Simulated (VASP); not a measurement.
# C in VASP: single point with PBE+D3(BJ)

Aim: the single point of C with PBE+D3(BJ).

Everything below comes from runs of VASP 6.6.1. Logs are shortened: lines on timing, memory, paths and dates and some standing lists are left out, and cuts for length are marked.

**1. The cell of the first run**

The cell holds a slab with vacuum, 4 atoms: a = 2.466 Å, b = 2.466 Å, c = 17.500 Å, α = 90.00°, β = 90.00°, γ = 120.00°.

**2. Single point, PBE+D3(BJ)**

The input, INCAR:

```
PREC = Accurate
ENCUT = 520
EDIFF = 1E-7
ISMEAR = 0
SIGMA = 0.1
LREAL = False
LASPH = True
NELM = 100
ALGO = Normal
ISIF = 2
LWAVE = False
LCHARG = False
LDIPOL = True
IDIPOL = 3
DIPOL = 0.5 0.5 0.335
GGA = PE
IVDW = 12
NBANDS = 16
```

The input, KPOINTS:

```
regular mesh
0
Gamma
  15 15 1
```

The input, POSCAR:

```
C
1.0
    2.4657005716      0.0000000000      0.0000000000
   -1.2328502858      2.1353593332      0.0000000000
    0.0000000000      0.0000000000     17.5000000000
C
4
Direct
    0.3333333333      0.6666666667      0.2571428571
    0.6666666667      0.3333333333      0.2571428571
    0.3333333333      0.6666666667      0.4120000000
    0.6666666667      0.3333333333      0.4120000000
```

Potentials or basis: VASP PAW PBE potentials, release 64 (C).

Run with:

```bash
$ cat potpaw_PBE.64/C/POTCAR > POTCAR
$ mpirun -np 1 vasp_std > vasp.out
```

OUTCAR:

```text
PREC = Accurate
   ENCUT = 520
   EDIFF = 1E-7
   ISMEAR = 0
   LREAL = False
   LASPH = True
   NELM = 100
   ISIF = 2
   GGA = PE
   IVDW = 12
 IVDW          = 12

 ion  position               nearest neighbor table
   1  0.333  0.667  0.257-   2 1.42   2 1.42   2 1.42
   2  0.667  0.333  0.257-   1 1.42   1 1.42   1 1.42
   3  0.333  0.667  0.412-   4 1.42   4 1.42   4 1.42
   4  0.667  0.333  0.412-   3 1.42   3 1.42   3 1.42

  LATTYP: Found a hexagonal cell.
 ALAT       =     2.4657005716
 C/A-ratio  =     7.0973743534

  Lattice vectors:

 A1 = (   2.4657005716,   0.0000000000,   0.0000000000)
 A2 = (  -1.2328502858,   2.1353593332,   0.0000000000)
 A3 = (   0.0000000000,   0.0000000000,  17.5000000000)

Analysis of symmetry for initial positions (statically):
=====================================================================
 Subroutine PRICEL returns:
 Original cell was already a primitive cell.

 Routine SETGRP: Setting up the symmetry group for a
 hexagonal supercell.

 Subroutine GETGRP returns: Found 24 space group operations
 (whereof 12 operations were pure point group operations)
 out of a pool of 24 trial point group operations.

The static configuration has the point symmetry C_6v.
 The point group associated with its full space group is D_6h.

Analysis of symmetry for dynamics (positions and initial velocities):
=====================================================================
 Subroutine PRICEL returns:
 Original cell was already a primitive cell.

 Routine SETGRP: Setting up the symmetry group for a
 hexagonal supercell.

 Subroutine GETGRP returns: Found 24 space group operations
 (whereof 12 operations were pure point group operations)
 out of a pool of 24 trial point group operations.

The dynamic configuration has the point symmetry C_6v.
 The point group associated with its full space group is D_6h.

 Subroutine INISYM returns: Found 24 space group operations
 (whereof 12 operations are pure point group operations),
 and found     1 'primitive' translations

----------------------------------------------------------------------------------------

                                     Primitive cell

  volume of cell :      92.1402

  direct lattice vectors                    reciprocal lattice vectors
     2.465700572  0.000000000  0.000000000     0.405564249  0.234152628  0.000000000
    -1.232850286  2.135359333  0.000000000     0.000000000  0.468305256  0.000000000
     0.000000000  0.000000000 17.500000000     0.000000000  0.000000000  0.057142857

  length of vectors
     2.465700572  2.465700572 17.500000000     0.468305256  0.468305256  0.057142857

  position of ions in fractional coordinates (direct lattice)
     0.333333333  0.666666667  0.257142857
[... 97 lines left out ...]
   ISMEAR =     0;   SIGMA  =   0.10  broadening in eV -4-tet -1-fermi 0-gaus
   EFERMI_NEDOS =   21; number of points for ismear=-14 and -15
   IALGO  =     38    algorithm
   IMIX   =      4    mixing-type and parameters
     AMIX     =   0.40;   BMIX     =  1.00
     AMIX_MAG =   1.60;   BMIX_MAG =  1.00
  volume/ion in A,a.u.               =      23.04       155.45
  Fermi-wavevector in a.u.,A,eV,Ry     =   0.913338  1.725959 11.349803  0.834187
  Thomas-Fermi vector in A             =   2.037838
   LORBIT       =      0    0 simple, 1 ext, 2 COOP (PROOUT), +10 PAW based schemes
   GGA     = PE    functional components
   LHFCALC =     F    Hartree Fock is set to
   AEXX    =    0.0000 exact exchange contribution
   IVDW    =    12    specifies the selected vdW correction
   LEPSILON=     F    determine dielectric tensor
   LRPA    =     F    only Hartree local field effects (RPA)
 non-spin polarized calculation
 Gauss-broadening in eV      SIGMA  =   0.10
  energy-cutoff  :      520.00
  volume of cell :       92.14
 maximum number of plane-waves:      2521
   NGX =  9   NGY =  9   NGZ = 65

 dipolmoment           0.000000      0.000000      0.000208 electrons x Angstroem

 number of electron      15.9999996 magnetization

 dipolmoment           0.000000      0.000000     -0.000000 electrons x Angstroem

 Free energy of the ion-electron system (eV)
  ---------------------------------------------------
  ext. energy  EPLUGINS =         0.00000000
  ---------------------------------------------------
  free energy    TOTEN  =       -36.40355255 eV

  energy without entropy =      -36.39834888  energy(sigma->0) =      -36.40095071

 E-fermi :  -0.9270     XC(G=0):  -4.2805

 val. band max:       -0.9652015884   @ k =   0.3333   0.2667   0.0000
 cond. band min:      -0.8888329436   @ k =   0.3333   0.2667   0.0000
 fundamental gap:      0.0763686447
 Fermi energy:        -0.9270247611

 k-point     1 :       0.0000    0.0000    0.0000
  band No.  band energies     occupation
      1     -20.8394      2.00000
      2     -20.1646      2.00000
      3      -9.7186      2.00000
      4      -7.2165      2.00000
      5      -4.0409      2.00000
      6      -4.0409      2.00000
[... 433 lines left out ...]
      3     -13.8656      2.00000
      4     -13.4218      2.00000
      5      -9.9421      2.00000
      6      -9.6431      2.00000
[... 8 lines left out ...]
     15      11.2538      0.00000
     16      11.5549      0.00000

 [... further k-points ...]

------------------------ aborting loop because EDIFF is reached ----------------------------------------

 vacuum level on the upper side and lower side of the slab       (xc-potential included)        -0.061        -0.062

 Edisp (eV)   -0.54477

 E8    (eV) :    -0.1665

  FORCE on cell =-STRESS in cart. coord.  units (eV):
  Direction    XX          YY          ZZ          XY          YZ          ZX
  --------------------------------------------------------------------------------------
  -------------------------------------------------------------------------------------
  Total      -0.24915    -0.24915     3.92290    -0.00000     0.00000     0.00000
  in kB      -4.33230    -4.33230    68.21320    -0.00000     0.00000     0.00000
  external pressure =       19.85 kB  Pullay stress =        0.00 kB

 VOLUME and BASIS-vectors are now :
 -----------------------------------------------------------------------------
  energy-cutoff  :      520.00
  volume of cell :       92.14
      direct lattice vectors                 reciprocal lattice vectors
     2.465700572  0.000000000  0.000000000     0.405564249  0.234152628  0.000000000
    -1.232850286  2.135359333  0.000000000     0.000000000  0.468305256  0.000000000
     0.000000000  0.000000000 17.500000000     0.000000000  0.000000000  0.057142857

 POSITION                                       TOTAL-FORCE (eV/Angst)
 -----------------------------------------------------------------------------------
     -0.00000      1.42357      4.50000         0.000000     -0.000000     -0.728446
      1.23285      0.71179      4.50000        -0.000000      0.000000     -0.728446
     -0.00000      1.42357      7.21000        -0.000000     -0.000000      0.728446
      1.23285      0.71179      7.21000        -0.000000      0.000000      0.728446
 -----------------------------------------------------------------------------------
    total drift:                                0.000000      0.000000     -0.000027

  FREE ENERGIE OF THE ION-ELECTRON SYSTEM (eV)
  ---------------------------------------------------
  free  energy   TOTEN  =       -36.9483225665 eV

  energy  without entropy=      -36.9431188964  energy(sigma->0) =      -36.94572073

 vacuum level on the upper side and lower side of the slab         3.454         3.454
```

OSZICAR:

```text
N       E                     dE             d eps       ncg     rms          rms(c)
DAV:   1     0.896516601837E+02    0.89652E+02   -0.65745E+03   864   0.802E+02
DAV:   2    -0.301171178870E+02   -0.11977E+03   -0.10614E+03  1232   0.194E+02
DAV:   3    -0.386410219577E+02   -0.85239E+01   -0.84291E+01  1096   0.541E+01
[... 13 lines left out ...]
DAV:  17    -0.364035483569E+02   -0.25693E-04   -0.13843E-06   904   0.513E-03    0.172E-03
DAV:  18    -0.364035515492E+02   -0.31923E-05   -0.10535E-07   928   0.188E-03    0.768E-04
DAV:  19    -0.364035524157E+02   -0.86654E-06   -0.26247E-08   696   0.827E-04    0.592E-05
DAV:  20    -0.364035525279E+02   -0.11216E-06   -0.56506E-09   784   0.395E-04    0.119E-04
DAV:  21    -0.364035525465E+02   -0.18612E-07   -0.79924E-10   688   0.161E-04
   1 F= -.36948323E+02 E0= -.36945721E+02  d E =-.520367E-02
```

stdout:

```text
POSCAR found type information on POSCAR C
 POSCAR found :  1 types and       4 ions
 scaLAPACK will be used
 LDA part: xc-table for (Slater+PW92), standard interpolation
 POSCAR, INCAR and KPOINTS ok, starting setup
 FFT: planning ... GRIDC
 FFT: planning ... GRID_SOFT
 FFT: planning ... GRID
 WAVECAR not read
 entering main loop
```

Run time: 85 s. Hardware: 1 thread of Intel Xeon 8259CL, shared host; peak memory 0.21 GiB.

Results:

- Free energy: -36.9483 eV
- Largest force: 0.728 eV/Å
- Band gap on the k mesh: 0.08 eV, direct
- Dispersion energy per atom: -0.136 eV

Forces on the atoms (eV/Å):
```
C    0.000  0.000 -0.728
C    0.000  0.000 -0.728
C    0.000  0.000  0.728
C    0.000  0.000  0.728
```
